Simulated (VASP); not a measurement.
# SrO (P6_3/mmc) in VASP: notebook

Aim: see how the results for SrO move with the level of theory and the settings. Levels: PBE, r2SCAN. Tasks: single point.

Program: VASP 6.6.1. These are calculated values, not measurements. Logs are shortened: lines on timing, memory, paths and dates and some standing lists are left out, and cuts for length are marked.

## Step 1: The cell of the first run

It takes space group P6_3/mmc (No. 194, hexagonal). Conventional cell: a = 4.018 Å, b = 4.018 Å, c = 4.841 Å, α = 90.00°, β = 90.00°, γ = 120.00°. Within 3.1 Å of Sr (site symmetry -6m2) lie 5 O at 2.32 to 2.42 Å. O (site symmetry -6m2) has 5 Sr at 2.32 to 2.42 Å within 3.1 Å.

## Step 2: Single point, PBE (strain -5.9%)

The input, INCAR:

```
SYSTEM = SrO
ALGO = Normal
EDIFF = 1E-7
ENCUT = 520
GGA = PE
ISIF = 2
ISMEAR = -1
LASPH = .True.
LCHARG = .True.
LELF = .True.
LREAL = .False.
LVHAR = .True.
LWAVE = .False.
NBANDS = 24
NELM = 60
PREC = Accurate
SIGMA = 0.02
```

The input, KPOINTS:

```
k-points
0
Gamma
  12 12 6
  0 0 0
```

The input, POSCAR:

```
SrO
1.0
    4.0180991240      0.0000000000      0.0000000000
   -2.0090495620      3.4797759163      0.0000000000
    0.0000000000      0.0000000000      4.8409244652
Sr O
2 2
Direct
    0.3333333333      0.6666666667     -0.0625000000
    0.6666666667      0.3333333333      0.4375000000
    0.3333333333      0.6666666667      0.4375000000
    0.6666666667      0.3333333333      0.9375000000
```

Potentials or basis: VASP PAW PBE potentials, release 64 (Sr_sv, O).

Started as:

```console
> cat potpaw_PBE.64/Sr_sv/POTCAR potpaw_PBE.64/O/POTCAR > POTCAR
> mpirun -np 1 vasp_std > vasp.out
```

OUTCAR:

```text
SYSTEM = SrO
   EDIFF = 1E-7
   ENCUT = 520
   GGA = PE
   ISIF = 2
   ISMEAR = -1
   LASPH = .True.
   LREAL = .False.
   NELM = 60
   PREC = Accurate

 ion  position               nearest neighbor table
   1  0.333  0.667  0.938-   4 2.32   4 2.32   4 2.32   3 2.42   3 2.42   2 3.35   2 3.35   2 3.35
                             2 3.35   2 3.35   2 3.35
   2  0.667  0.333  0.438-   3 2.32   3 2.32   3 2.32   4 2.42   4 2.42   1 3.35   1 3.35   1 3.35
                             1 3.35   1 3.35   1 3.35
   3  0.333  0.667  0.438-   2 2.32   2 2.32   2 2.32   1 2.42   1 2.42
   4  0.667  0.333  0.938-   1 2.32   1 2.32   1 2.32   2 2.42   2 2.42

  LATTYP: Found a hexagonal cell.
 ALAT       =     4.0180991240
 C/A-ratio  =     1.2047797518

  Lattice vectors:

 A1 = (   4.0180991240,   0.0000000000,   0.0000000000)
 A2 = (  -2.0090495620,   3.4797759163,   0.0000000000)
 A3 = (   0.0000000000,   0.0000000000,   4.8409244652)

Analysis of symmetry for initial positions (statically):
=====================================================================
 Subroutine PRICEL returns:
 Original cell was already a primitive cell.

 Routine SETGRP: Setting up the symmetry group for a
 hexagonal supercell.

 Subroutine GETGRP returns: Found 24 space group operations
 (whereof  6 operations were pure point group operations)
 out of a pool of 24 trial point group operations.

The static configuration has the point symmetry C_3v.
 The point group associated with its full space group is D_6h.

Analysis of symmetry for dynamics (positions and initial velocities):
=====================================================================
 Subroutine PRICEL returns:
 Original cell was already a primitive cell.

 Routine SETGRP: Setting up the symmetry group for a
 hexagonal supercell.

 Subroutine GETGRP returns: Found 24 space group operations
 (whereof  6 operations were pure point group operations)
 out of a pool of 24 trial point group operations.

The dynamic configuration has the point symmetry C_3v.
 The point group associated with its full space group is D_6h.

 Subroutine INISYM returns: Found 24 space group operations
 (whereof  6 operations are pure point group operations),
 and found     1 'primitive' translations

----------------------------------------------------------------------------------------

                                     Primitive cell

  volume of cell :      67.6862

  direct lattice vectors                    reciprocal lattice vectors
     4.018099124  0.000000000  0.000000000     0.248873900  0.143687413  0.000000000
    -2.009049562  3.479775916  0.000000000     0.000000000  0.287374826  0.000000000
     0.000000000  0.000000000  4.840924465     0.000000000  0.000000000  0.206572114

  length of vectors
     4.018099124  4.018099124  4.840924465     0.287374826  0.287374826  0.206572114

  position of ions in fractional coordinates (direct lattice)
     0.333333333  0.666666667  0.937500000
     0.666666667  0.333333333  0.437500000
     0.333333333  0.666666667  0.437500000
     0.666666667  0.333333333  0.937500000

  ion indices of the primitive-cell ions
   primitive index   ion index
                 1           1
                 2           2
                 3           3
                 4           4

----------------------------------------------------------------------------------------

 KPOINTS: k-points

Automatic generation of k-mesh.
 Grid dimensions read from file:
 generate k-points for:   12   12    6

 Generating k-lattice:

  Cartesian coordinates                     Fractional coordinates (reciprocal lattice)
     0.020739492  0.011973951  0.000000000     0.083333333  0.000000000  0.000000000
     0.000000000  0.023947902  0.000000000     0.000000000  0.083333333  0.000000000
     0.000000000  0.000000000  0.034428686     0.000000000  0.000000000  0.166666667

  Length of vectors
     0.023947902  0.023947902  0.034428686

  Shift w.r.t. Gamma in fractional coordinates (k-lattice)
     0.000000000  0.000000000  0.000000000

 Subroutine IBZKPT returns following result:
 ===========================================

 Found     76 irreducible k-points:

 Following reciprocal coordinates:
            Coordinates               Weight
  0.000000  0.000000  0.000000      1.000000
  0.083333  0.000000  0.000000      6.000000
  0.166667  0.000000  0.000000      6.000000
  0.250000  0.000000  0.000000      6.000000
  0.333333 -0.000000  0.000000      6.000000
  0.416667  0.000000  0.000000      6.000000
[... 16 lines left out ...]
  0.250000  0.000000  0.166667     12.000000
  0.333333 -0.000000  0.166667     12.000000
 [... further k-points ...]
   k-points           NKPTS =     76   k-points in BZ     NKDIM =     76   number of bands    NBANDS=     24
   number of dos      NEDOS =    301   number of ions     NIONS =      4
   total plane-waves  NPLWV =  32400
   dimension x,y,z NGX =    30 NGY =   30 NGZ =   36
   dimension x,y,z NGXF=    60 NGYF=   60 NGZF=   72
   ions per type =               2   2
   NGX,Y,Z   is equivalent  to a cutoff of  12.41, 12.41, 12.36 a.u.
   NGXF,Y,Z  is equivalent  to a cutoff of  24.82, 24.82, 24.73 a.u.
 SYSTEM =  SrO
   PREC   = accura    normal or accurate (medium, high low for compatibility)
   ISTART =      0    job   : 0-new  1-cont  2-samecut
   ICHARG =      2    charge: 1-file 2-atom 10-const
   ISPIN  =      1    spin polarized calculation?
   LNONCOLLINEAR =      F non collinear calculations
   LSORBIT =      F    spin-orbit coupling
   LASPH  =      T    aspherical Exc in radial PAW
   ENCUT  =  520.0 eV  38.22 Ry    6.18 a.u.   7.47  7.47  9.00*2*pi/ulx,y,z
   NELM   =     60;   NELMIN=  2; NELMDL= -5     # of ELM steps
   EDIFF  = 0.1E-06   stopping-criterion for ELM
   LREAL  =      F    real-space projection
   EDIFFG = 0.1E-05   stopping-criterion for IOM
   NSW    =      0    number of steps for IOM
   IBRION =     -1    ionic relax: 0-MD 1-quasi-New 2-CG
   NFREE  =      0    steps in history (QN), initial steepest desc. (CG)
   ISIF   =      2    stress and relaxation
   ISYM   =      2    0-nonsym 1-usesym 2-fastsym
   POTIM  = 0.5000    time-step for ionic-motion
   TEBEG  =    0.0;   TEEND  =   0.0 temperature during run
   PSTRESS=    0.0 pullay stress
   NELECT =      32.0000    total number of electrons
   NUPDOWN=      -1.0000    fix difference up-down
   EMIN   =  10.00;   EMAX   =-10.00  energy-range for DOS
   EFERMI =   0.00;   METHOD = LEGACY
   ISMEAR =    -1;   SIGMA  =   0.02  broadening in eV -4-tet -1-fermi 0-gaus
   EFERMI_NEDOS =   21; number of points for ismear=-14 and -15
   IALGO  =     38    algorithm
   IMIX   =      4    mixing-type and parameters
     AMIX     =   0.40;   BMIX     =  1.00
     AMIX_MAG =   1.60;   BMIX_MAG =  1.00
  volume/ion in A,a.u.               =      16.92       114.19
  Fermi-wavevector in a.u.,A,eV,Ry     =   1.275336  2.410036 22.129643  1.626483
  Thomas-Fermi vector in A             =   2.408054
   LORBIT       =      0    0 simple, 1 ext, 2 COOP (PROOUT), +10 PAW based schemes
   GGA     = PE    functional components
   LHFCALC =     F    Hartree Fock is set to
   AEXX    =    0.0000 exact exchange contribution
   IVDW    =     0    specifies the selected vdW correction
   LEPSILON=     F    determine dielectric tensor
   LRPA    =     F    only Hartree local field effects (RPA)
 non-spin polarized calculation
  energy-cutoff  :      520.00
  volume of cell :       67.69
 maximum number of plane-waves:      1849
 NGX is ok and might be reduce to    30
   NGX = 15   NGY = 15   NGZ = 19

 number of electron      32.0000008 magnetization

 Free energy of the ion-electron system (eV)
  ---------------------------------------------------
  ext. energy  EPLUGINS =         0.00000000
  ---------------------------------------------------
  free energy    TOTEN  =       -22.99720748 eV

  energy without entropy =      -22.99720748  energy(sigma->0) =      -22.99720748

 E-fermi :   2.0849     XC(G=0):  -9.7767

 val. band max:        1.6743507346   @ k =   0.0000   0.0000   0.0000
 cond. band min:       4.7972425821   @ k =   0.0000   0.0000   0.0000
 fundamental gap:      3.1228918475
 Fermi energy:         2.0848953139

 k-point     1 :       0.0000    0.0000    0.0000
  band No.  band energies     occupation
      1     -30.2213      2.00000
      2     -29.8566      2.00000
      3     -13.8220      2.00000
      4     -13.6556      2.00000
      5     -13.1649      2.00000
      6     -12.4441      2.00000
[... 16 lines left out ...]
     23      11.3574      0.00000
     24      11.4435      0.00000

 k-point     2 :       0.0833    0.0000    0.0000
  band No.  band energies     occupation
      1     -30.2129      2.00000
      2     -29.8590      2.00000
      3     -13.9774      2.00000
      4     -13.7910      2.00000
      5     -13.1413      2.00000
      6     -12.4637      2.00000
[... 16 lines left out ...]
     23      11.1888      0.00000
     24      11.3987      0.00000

 k-point     3 :       0.1667    0.0000    0.0000
  band No.  band energies     occupation
      1     -30.1889      2.00000
      2     -29.8665      2.00000
      3     -14.2930      2.00000
      4     -14.0902      2.00000
      5     -13.0728      2.00000
      6     -12.5148      2.00000
[... 16 lines left out ...]
     23      10.9701      0.00000
     24      11.2628      0.00000
[... 514 lines left out ...]
 k-point    23 :       0.2500    0.0000    0.1667
  band No.  band energies     occupation
      1     -30.1340      2.00000
      2     -29.8975      2.00000
      3     -14.8056      2.00000
      4     -14.5912      2.00000
      5     -12.6582      2.00000
      6     -12.5380      2.00000
[... 16 lines left out ...]
     23      11.4240      0.00000
     24      11.7922      0.00000

 k-point    24 :       0.3333   -0.0000    0.1667
  band No.  band energies     occupation
      1     -30.0959      2.00000
      2     -29.9124      2.00000
      3     -15.0259      2.00000
      4     -14.8467      2.00000
      5     -12.5960      2.00000
      6     -12.5654      2.00000
[... 16 lines left out ...]
     23      11.4412      0.00000
     24      11.9665      0.00000

 [... further k-points ...]

------------------------ aborting loop because EDIFF is reached ----------------------------------------

  FORCE on cell =-STRESS in cart. coord.  units (eV):
  Direction    XX          YY          ZZ          XY          YZ          ZX
  --------------------------------------------------------------------------------------
  -------------------------------------------------------------------------------------
  Total        8.9928793      8.9928793     10.3643615     -0.0000000     -0.0000000      0.0000000
  in kB      212.8673797    212.8673797    245.3312690     -0.0000000     -0.0000000      0.0000000
  external PRESSURE =     223.6886761 kB  Pullay stress =       0.0000000 kB

 VOLUME and BASIS-vectors are now :
 -----------------------------------------------------------------------------
  energy-cutoff  :      520.00
  volume of cell :       67.69
      direct lattice vectors                 reciprocal lattice vectors
     4.018099124  0.000000000  0.000000000     0.248873900  0.143687413  0.000000000
    -2.009049562  3.479775916  0.000000000     0.000000000  0.287374826  0.000000000
     0.000000000  0.000000000  4.840924465     0.000000000  0.000000000  0.206572114

 POSITION                                       TOTAL-FORCE (eV/Angst)
 -----------------------------------------------------------------------------------
     -0.00000      2.31985      4.53837         0.000000     -0.000000      0.000000
      2.00905      1.15993      2.11790        -0.000000      0.000000     -0.000000
     -0.00000      2.31985      2.11790         0.000000      0.000000      0.000000
      2.00905      1.15993      4.53837        -0.000000      0.000000      0.000000
 -----------------------------------------------------------------------------------
    total drift:                               -0.000000      0.000000      0.000000

  FREE ENERGIE OF THE ION-ELECTRON SYSTEM (eV)
  ---------------------------------------------------
  free  energy   TOTEN  =       -22.9972074767 eV

  energy  without entropy=      -22.9972074767  energy(sigma->0) =      -22.99720748
```

Wall time 64 s (1 thread of Intel Xeon 6975P-C (Granite Rapids), shared host); peak memory 0.25 GiB.

Results:

```yaml
Free_energy: -22.9972 eV
Pressure: 22.4 GPa
Band_gap_on_the_k_mesh: 3.12 eV, direct
```

Levels at points of the mesh, in eV from the valence-band top:
```csv
k point,band 14,band 15,band 16,band 17,band 18,band 19
"(0.00, 0.00, 0.00)",-1.13,-0.08,0.00,3.12,6.41,6.41
"(0.50, 0.00, 0.00)",-0.37,-0.28,-0.23,4.50,4.95,5.14
"(0.00, 0.00, 0.50)",-1.51,-1.51,-1.51,4.88,4.88,8.67
"(0.50, 0.00, 0.50)",-1.23,-0.50,-0.50,5.24,5.24,8.05
```

Caveat: the cell differs from its parent crystal (strain -5.9%). A k mesh can miss the band edges.

## Step 3: Single point, r2SCAN (strain -5.9%)

POSCAR is that of step 2.

The input, INCAR.step1:

```
SYSTEM = SrO
  PREC = Accurate
  ENCUT = 520
  ISMEAR = 0
  SIGMA = 0.01
  LREAL = .FALSE.
  LASPH = .TRUE.
  NELM = 60
  NBANDS = 24
  GGA = PE
  ALGO = Normal
  EDIFF = 1E-4
  LWAVE = .TRUE.
  LCHARG = .FALSE.
```

The input, INCAR.step2:

```
SYSTEM = SrO
  PREC = Accurate
  ENCUT = 520
  EDIFF = 1E-7
  ISMEAR = 0
  SIGMA = 0.01
  LREAL = .FALSE.
  LASPH = .TRUE.
  NELM = 60
  ALGO = Normal
  ISIF = 2
  LWAVE = .FALSE.
  LCHARG = .FALSE.
  METAGGA = R2SCAN
  LMIXTAU = .TRUE.
  NBANDS = 24
  ISTART = 1
```

The input, KPOINTS:

```
regular mesh
0
G
  12 12 6
  0 0 0
```

Potentials or basis: VASP PAW PBE potentials, release 64 (Sr_sv, O).

Started as:

```console
> cat potpaw_PBE.64/Sr_sv/POTCAR potpaw_PBE.64/O/POTCAR > POTCAR
> cp INCAR.step1 INCAR
> mpirun -np 1 vasp_std > vasp.out
> cp INCAR.step2 INCAR
> mpirun -np 1 vasp_std > vasp.out
```

Wall time 4.6 min (1 thread of Intel Xeon 6975P-C (Granite Rapids), shared host); peak memory 0.25 GiB.

It converged, with:

```yaml
Free_energy: -52.9592 eV
Pressure: 21.5 GPa
Band_gap_on_the_k_mesh: 3.48 eV, direct
```

Stress tensor (GPa, compression positive):
```
20.58  0.00  0.00
 0.00 20.58  0.00
 0.00  0.00 23.30
```

Levels at points of the mesh, in eV from the valence-band top:
```csv
k point,band 13,band 14,band 15,band 16,band 17,band 18,band 19,band 20
"(0.00, 0.00, 0.00)",-1.14,-1.14,-0.10,0.00,3.48,7.02,7.02,8.69
"(0.50, 0.00, 0.00)",-0.41,-0.37,-0.27,-0.23,4.84,5.37,5.70,8.89
"(0.00, 0.00, 0.50)",-1.51,-1.51,-1.51,-1.51,5.25,5.25,9.31,9.31
"(0.50, 0.00, 0.50)",-1.24,-1.24,-0.50,-0.50,5.60,5.60,8.66,8.66
```

Caveat: the cell differs from its parent crystal (strain -5.9%); the PAW data sets were made with another functional, which shifts forces and pressure a little. A k mesh can miss the band edges.
